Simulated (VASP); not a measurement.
# Sc2BSb3 (P-4m2) in VASP: further runs

Sc2BSb3 is run at these levels: PBE; tasks: single point, relaxation of cell and atoms.

Program: VASP 6.6.1. These are calculated values, not measurements. Logs are shortened: lines on timing, memory, paths and dates and some standing lists are left out, and cuts for length are marked.

## 1. The cell of the first run

The structure is tetragonal, space group P-4m2 (No. 115). The conventional cell has a = 3.724 Å, b = 3.724 Å, c = 8.352 Å, α = 90.00°, β = 90.00°, γ = 90.00°. Sc (site symmetry 2mm) has 7 Sb at 2.82 to 2.91 Å and 2 B at 2.90 Å within 3.7 Å. B (site symmetry -4m2) has 4 Sb at 2.63 Å and 4 Sc at 2.90 Å within 3.5 Å. Within 3.7 Å of Sb (site symmetry 2mm) lie 5 Sc at 2.82 to 2.91 Å and 4 Sb at 3.25 Å. Within 3.5 Å of Sb (site symmetry -4m2) lie 4 B at 2.63 Å and 4 Sc at 2.90 Å.

## 2. Single point, PBE

Input file INCAR:

```
SYSTEM = Sc2BSb3
PREC = Accurate ; ENCUT = 520
EDIFF = 1E-6 ; ISMEAR = 0
SIGMA = 0.1 ; LREAL = .FALSE.
LASPH = .TRUE. ; NELM = 80
ALGO = Normal ; ISIF = 2
LWAVE = .FALSE. ; LCHARG = .TRUE.
GGA = PE ; LELF = .TRUE.
LVHAR = .TRUE. ; NBANDS = 29
```

Input file KPOINTS:

```
regular mesh
0
G
  6 6 2
  0 0 0
```

Input file POSCAR:

```
Sc2BSb3
1.0
    3.7240367300      0.0000000000      0.0000000000
    0.0000000000      3.7240367300      0.0000000000
    0.0000000000      0.0000000000      8.3524651200
Sc B Sb
2 1 3
Direct
    0.5000000000      0.0000000000      0.7344790700
    0.0000000000      0.5000000000      0.2655209300
    0.5000000000      0.5000000000      0.0000000000
    0.5000000000      0.0000000000      0.3861632900
    0.0000000000      0.5000000000      0.6138367100
    0.0000000000      0.0000000000      0.0000000000
```

Potentials or basis: VASP PAW PBE potentials, release 64 (Sc_sv, B, Sb).

Launch:

```bash
> cat potpaw_PBE.64/Sc_sv/POTCAR potpaw_PBE.64/B/POTCAR potpaw_PBE.64/Sb/POTCAR > POTCAR
> mpirun -np 1 vasp_std > vasp.out
```

OUTCAR:

```text
SYSTEM = Sc2BSb3
   PREC = Accurate
   ENCUT = 520
   EDIFF = 1E-6
   ISMEAR = 0
   LREAL = .FALSE.
   LASPH = .TRUE.
   NELM = 80
   ISIF = 2
   GGA = PE

 ion  position               nearest neighbor table
   1  0.500  0.000  0.734-   5 2.82   5 2.82   5 2.82   5 2.82   6 2.90   6 2.90   4 2.91
   2  0.000  0.500  0.266-   4 2.82   4 2.82   4 2.82   4 2.82   6 2.90   6 2.90   5 2.91
   3  0.500  0.500  0.000-   6 2.63   6 2.63   6 2.63   6 2.63
   4  0.500  0.000  0.386-   2 2.82   2 2.82   2 2.82   2 2.82   1 2.91   5 3.25   5 3.25   5 3.25
                             5 3.25   6 3.72   6 3.72
   5  0.000  0.500  0.614-   1 2.82   1 2.82   1 2.82   1 2.82   2 2.91   4 3.25   4 3.25   4 3.25
                             4 3.25   6 3.72   6 3.72
   6  0.000  0.000  0.000-   3 2.63   3 2.63   3 2.63   3 2.63   2 2.90   1 2.90   1 2.90   2 2.90
                             4 3.72   5 3.72   4 3.72   5 3.72

  LATTYP: Found a simple tetragonal cell.
 ALAT       =     3.7240367300
 C/A-ratio  =     2.2428525081

  Lattice vectors:

 A1 = (   3.7240367300,   0.0000000000,   0.0000000000)
 A2 = (   0.0000000000,   3.7240367300,   0.0000000000)
 A3 = (   0.0000000000,   0.0000000000,   8.3524651200)

Analysis of symmetry for initial positions (statically):
=====================================================================
 Subroutine PRICEL returns:
 Original cell was already a primitive cell.

 Routine SETGRP: Setting up the symmetry group for a
 simple tetragonal supercell.

 Subroutine GETGRP returns: Found  8 space group operations
 (whereof  8 operations were pure point group operations)
 out of a pool of 16 trial point group operations.

The static configuration has the point symmetry D_2d.

Analysis of symmetry for dynamics (positions and initial velocities):
=====================================================================
 Subroutine PRICEL returns:
 Original cell was already a primitive cell.

 Routine SETGRP: Setting up the symmetry group for a
 simple tetragonal supercell.

 Subroutine GETGRP returns: Found  8 space group operations
 (whereof  8 operations were pure point group operations)
 out of a pool of 16 trial point group operations.

The dynamic configuration has the point symmetry D_2d.

 Subroutine INISYM returns: Found  8 space group operations
 (whereof  8 operations are pure point group operations),
 and found     1 'primitive' translations

----------------------------------------------------------------------------------------

                                     Primitive cell

  volume of cell :     115.8357

  direct lattice vectors                    reciprocal lattice vectors
     3.724036730  0.000000000  0.000000000     0.268525816  0.000000000  0.000000000
     0.000000000  3.724036730  0.000000000     0.000000000  0.268525816  0.000000000
     0.000000000  0.000000000  8.352465120     0.000000000  0.000000000  0.119725133

  length of vectors
     3.724036730  3.724036730  8.352465120     0.268525816  0.268525816  0.119725133

  position of ions in fractional coordinates (direct lattice)
     0.500000000  0.000000000  0.734479070
     0.000000000  0.500000000  0.265520930
     0.500000000  0.500000000  0.000000000
     0.500000000  0.000000000  0.386163290
     0.000000000  0.500000000  0.613836710
     0.000000000  0.000000000  0.000000000

  ion indices of the primitive-cell ions
   primitive index   ion index
                 1           1
                 2           2
                 3           3
                 4           4
                 5           5
                 6           6

----------------------------------------------------------------------------------------

 KPOINTS: regular mesh

Automatic generation of k-mesh.
 Grid dimensions read from file:
 generate k-points for:    6    6    2

 Generating k-lattice:

  Cartesian coordinates                     Fractional coordinates (reciprocal lattice)
     0.044754303  0.000000000  0.000000000     0.166666667  0.000000000  0.000000000
     0.000000000  0.044754303  0.000000000     0.000000000  0.166666667  0.000000000
     0.000000000  0.000000000  0.059862567     0.000000000  0.000000000  0.500000000

  Length of vectors
     0.044754303  0.044754303  0.059862567

  Shift w.r.t. Gamma in fractional coordinates (k-lattice)
     0.000000000  0.000000000  0.000000000

 Subroutine IBZKPT returns following result:
 ===========================================

 Found     20 irreducible k-points:

 Following reciprocal coordinates:
            Coordinates               Weight
  0.000000  0.000000  0.000000      1.000000
  0.166667  0.000000  0.000000      4.000000
  0.333333  0.000000  0.000000      4.000000
  0.500000  0.000000  0.000000      2.000000
  0.166667  0.166667  0.000000      4.000000
  0.333333  0.166667  0.000000      8.000000
[... 12 lines left out ...]
  0.500000  0.333333  0.500000      4.000000
  0.500000  0.500000  0.500000      1.000000
   k-points           NKPTS =     20   k-points in BZ     NKDIM =     20   number of bands    NBANDS=     29
   number of dos      NEDOS =    301   number of ions     NIONS =      6
   total plane-waves  NPLWV =  50176
   dimension x,y,z NGX =    28 NGY =   28 NGZ =   64
   dimension x,y,z NGXF=    56 NGYF=   56 NGZF=  128
   ions per type =               2   1   3
   NGX,Y,Z   is equivalent  to a cutoff of  12.50, 12.50, 12.74 a.u.
   NGXF,Y,Z  is equivalent  to a cutoff of  25.00, 25.00, 25.48 a.u.
 SYSTEM =  Sc2BSb3
   PREC   = accura    normal or accurate (medium, high low for compatibility)
   ISTART =      0    job   : 0-new  1-cont  2-samecut
   ICHARG =      2    charge: 1-file 2-atom 10-const
   ISPIN  =      1    spin polarized calculation?
   LNONCOLLINEAR =      F non collinear calculations
   LSORBIT =      F    spin-orbit coupling
   LASPH  =      T    aspherical Exc in radial PAW
   ENCUT  =  520.0 eV  38.22 Ry    6.18 a.u.   6.92  6.92 15.53*2*pi/ulx,y,z
   NELM   =     80;   NELMIN=  2; NELMDL= -5     # of ELM steps
   EDIFF  = 0.1E-05   stopping-criterion for ELM
   LREAL  =      F    real-space projection
   EDIFFG = 0.1E-04   stopping-criterion for IOM
   NSW    =      0    number of steps for IOM
   IBRION =     -1    ionic relax: 0-MD 1-quasi-New 2-CG
   NFREE  =      0    steps in history (QN), initial steepest desc. (CG)
   ISIF   =      2    stress and relaxation
   ISYM   =      2    0-nonsym 1-usesym 2-fastsym
   POTIM  = 0.5000    time-step for ionic-motion
   TEBEG  =    0.0;   TEEND  =   0.0 temperature during run
   PSTRESS=    0.0 pullay stress
   NELECT =      40.0000    total number of electrons
   NUPDOWN=      -1.0000    fix difference up-down
   EMIN   =  10.00;   EMAX   =-10.00  energy-range for DOS
   EFERMI =   0.00;   METHOD = LEGACY
   ISMEAR =     0;   SIGMA  =   0.10  broadening in eV -4-tet -1-fermi 0-gaus
   EFERMI_NEDOS =   21; number of points for ismear=-14 and -15
   IALGO  =     38    algorithm
   IMIX   =      4    mixing-type and parameters
     AMIX     =   0.40;   BMIX     =  1.00
     AMIX_MAG =   1.60;   BMIX_MAG =  1.00
  volume/ion in A,a.u.               =      19.31       130.28
  Fermi-wavevector in a.u.,A,eV,Ry     =   1.148543  2.170432 17.948143  1.319151
  Thomas-Fermi vector in A             =   2.285218
   LORBIT       =      0    0 simple, 1 ext, 2 COOP (PROOUT), +10 PAW based schemes
   GGA     = PE    functional components
   LHFCALC =     F    Hartree Fock is set to
   AEXX    =    0.0000 exact exchange contribution
   IVDW    =     0    specifies the selected vdW correction
   LEPSILON=     F    determine dielectric tensor
   LRPA    =     F    only Hartree local field effects (RPA)
 non-spin polarized calculation
 Gauss-broadening in eV      SIGMA  =   0.10
  energy-cutoff  :      520.00
  volume of cell :      115.84
 maximum number of plane-waves:      3144
 NGX is ok and might be reduce to    28
   NGX = 13   NGY = 13   NGZ = 31

 number of electron      40.0000010 magnetization

 Free energy of the ion-electron system (eV)
  ---------------------------------------------------
  ext. energy  EPLUGINS =         0.00000000
  ---------------------------------------------------
  free energy    TOTEN  =       -32.15503751 eV

  energy without entropy =      -32.13879992  energy(sigma->0) =      -32.14691871

 E-fermi :   7.8337     XC(G=0): -10.9350

 val. band max:        7.8046976273   @ k =   0.3333   0.3333   0.0000
 cond. band min:       7.8887043243   @ k =   0.3333   0.1667   0.5000
 fundamental gap:      0.0840066970
 Fermi energy:         7.8337496947

 k-point     1 :       0.0000    0.0000    0.0000
  band No.  band energies     occupation
      1     -40.8763      2.00000
      2     -40.8754      2.00000
      3     -19.6499      2.00000
      4     -19.6254      2.00000
      5     -19.5510      2.00000
      6     -19.5510      2.00000
[... 21 lines left out ...]
     28      11.1548      0.00000
     29      12.3019      0.00000

 k-point     2 :       0.1667    0.0000    0.0000
  band No.  band energies     occupation
      1     -40.8750      2.00000
      2     -40.8743      2.00000
      3     -19.6458      2.00000
      4     -19.6244      2.00000
      5     -19.5723      2.00000
      6     -19.5483      2.00000
[... 21 lines left out ...]
     28      12.1611      0.00000
     29      12.1757      0.00000

 k-point     3 :       0.3333    0.0000    0.0000
  band No.  band energies     occupation
      1     -40.8726      2.00000
      2     -40.8721      2.00000
      3     -19.6365      2.00000
      4     -19.6238      2.00000
      5     -19.6141      2.00000
      6     -19.5781      2.00000
[... 510 lines left out ...]
      5     -19.6167      2.00000
      6     -19.5992      2.00000
[... 21 lines left out ...]
     28      11.5717      0.00000
     29      12.8645      0.00000

 k-point    20 :       0.5000    0.5000    0.5000
  band No.  band energies     occupation
      1     -40.8665      2.00000
      2     -40.8665      2.00000
      3     -19.6200      2.00000
      4     -19.6176      2.00000
      5     -19.6152      2.00000
      6     -19.6152      2.00000
[... 21 lines left out ...]
     28      11.5946      0.00000
     29      12.1732      0.00000

------------------------ aborting loop because EDIFF is reached ----------------------------------------

  FORCE on cell =-STRESS in cart. coord.  units (eV):
  Direction    XX          YY          ZZ          XY          YZ          ZX
  --------------------------------------------------------------------------------------
  -------------------------------------------------------------------------------------
  Total        4.6544327      4.6544327      8.5703070      0.0000000      0.0000000      0.0000000
  in kB       64.3775961     64.3775961    118.5398516      0.0000000      0.0000000      0.0000000
  external PRESSURE =      82.4316813 kB  Pullay stress =       0.0000000 kB

 VOLUME and BASIS-vectors are now :
 -----------------------------------------------------------------------------
  energy-cutoff  :      520.00
  volume of cell :      115.84
      direct lattice vectors                 reciprocal lattice vectors
     3.724036730  0.000000000  0.000000000     0.268525816  0.000000000  0.000000000
     0.000000000  3.724036730  0.000000000     0.000000000  0.268525816  0.000000000
     0.000000000  0.000000000  8.352465120     0.000000000  0.000000000  0.119725133

 POSITION                                       TOTAL-FORCE (eV/Angst)
 -----------------------------------------------------------------------------------
      1.86202      0.00000      6.13471        -0.000000      0.000000      1.528016
      0.00000      1.86202      2.21775         0.000000      0.000000     -1.528016
      1.86202      1.86202      0.00000         0.000000      0.000000      0.000000
      1.86202      0.00000      3.22542         0.000000      0.000000     -0.079863
      0.00000      1.86202      5.12705         0.000000     -0.000000      0.079863
      0.00000      0.00000      0.00000        -0.000000      0.000000      0.000000
 -----------------------------------------------------------------------------------
    total drift:                                0.000000      0.000000     -0.000000

  FREE ENERGIE OF THE ION-ELECTRON SYSTEM (eV)
  ---------------------------------------------------
  free  energy   TOTEN  =       -32.1550375053 eV

  energy  without entropy=      -32.1387999190  energy(sigma->0) =      -32.14691871
```

It took 66 s on 1 thread of Intel Xeon Platinum 8488C (Sapphire Rapids), shared host; peak memory 0.25 GiB.

What came out:

| Item | Value |
| --- | --- |
| Free energy | -32.1550 eV |
| Pressure | 8.2 GPa |
| Largest force | 1.528 eV/Å |
| Band gap on the k mesh | zero (band 20 reaches 8.97 eV, above the bottom of band 21 at 6.74 eV) |

Forces on the atoms (eV/Å):
```
Sc   0.000  0.000  1.528
Sc   0.000  0.000 -1.528
B    0.000  0.000  0.000
Sb   0.000  0.000 -0.080
Sb   0.000  0.000  0.080
Sb   0.000  0.000  0.000
```

Levels at points of the mesh, in eV from the Fermi level:
| k point | band 15 | band 16 | band 17 | band 18 | band 19 | band 20 | band 21 | band 22 | band 23 | band 24 |
| --- | --- | --- | --- | --- | --- | --- | --- | --- | --- | --- |
| (0.00, 0.00, 0.00) | -1.91 | -1.91 | -1.13 | -1.13 | -0.22 | 1.13 | 1.28 | 1.63 | 1.63 | 2.17 |
| (0.50, 0.00, 0.00) | -1.08 | -0.67 | -0.61 | -0.58 | -0.50 | -0.10 | 0.62 | 0.65 | 2.43 | 2.45 |
| (0.50, 0.50, 0.00) | -4.64 | -4.60 | -2.10 | -1.89 | -1.89 | -1.32 | -0.84 | -0.38 | 3.58 | 3.58 |
| (0.00, 0.00, 0.50) | -1.90 | -1.20 | -1.18 | -1.18 | -0.41 | 0.55 | 1.57 | 1.84 | 1.84 | 2.27 |
| (0.50, 0.00, 0.50) | -2.86 | -1.88 | -0.71 | -0.59 | 0.18 | 0.35 | 0.94 | 1.02 | 2.67 | 2.72 |
| (0.50, 0.50, 0.50) | -4.67 | -4.63 | -1.78 | -1.37 | -1.37 | -1.17 | -1.09 | -0.60 | 3.09 | 3.09 |

Caveat: the k points lie up to 0.38 Å⁻¹ apart; spin-orbit coupling is left out, which moves the levels of the heavy elements; forces of over 1 eV/Å act on the atoms, so gaps and moduli don't describe the material at rest.

[end of part 1 of 3]
